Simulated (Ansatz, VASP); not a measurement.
## TaC: VASP beside Ansatz

The input INCAR:

```
PREC = Accurate
ENCUT = 600
EDIFF = 1E-6
ISMEAR = 1
SIGMA = 0.1
LREAL = F
LASPH = T
NELM = 120
ALGO = Normal
ISIF = 2
LWAVE = F
LCHARG = F
GGA = PE
NBANDS = 14
GGA_COMPAT = F
```

File KPOINTS:

```
Automatic mesh
0
Gamma
  9 9 9
```

The input POSCAR:

```
TaC
1.0
   -0.0333450000      2.2063275000      2.2063275000
    2.2063275000     -0.0333450000      2.2063275000
    2.2063275000      2.2063275000     -0.0333450000
Ta C
1 1
Direct
    0.0000000000      0.0000000000      0.0000000000
    0.5000000000      0.5000000000      0.5000000000
```

Input for Ansatz:

```yaml
crystal:
  lattice:
    - [-0.033345, 2.2063275, 2.2063275]
    - [2.2063275, -0.033345, 2.2063275]
    - [2.2063275, 2.2063275, -0.033345]
  atoms:
    - { symbol: Ta, position: [0.0, 0.0, 0.0] }
    - { symbol: C, position: [0.5, 0.5, 0.5] }
basis:
  ecutwfc: 510.0
kpoints:
  mp_grid:
    grid: [9, 9, 9]
scf:
  occupations:
    method: cold
    width: 0.1
output:
  stress: true
```

Alike in both runs: task single point; functional PBE; k mesh 9 × 9 × 9; no spin polarisation.

|  | VASP | Ansatz |
| --- | --- | --- |
| version | VASP 6.6.1 | Ansatz 0.2.0 |
| potentials or method | VASP PAW PBE potentials, release 64 (Ta_pv, C), cutoff 600 eV | plane waves, PAW |
| occupations | methfessel-paxton of order 1, width 0.1 eV | cold, width 0.1 eV |
| valence electrons in the cell | 15 | 17 |

|  | VASP | Ansatz | Ansatz less VASP |
| --- | --- | --- | --- |
| pressure (GPa) | 7.6 | 7.0 | -0.66 |
| traceless stress, the component that is largest in VASP (GPa) | 2.47 | 2.55 | +0.079 |

VASP's potentials hold 15 valence electrons a cell and Ansatz's 17, so a difference there can come from the potentials and not from the codes.

Spin-orbit coupling is off throughout.
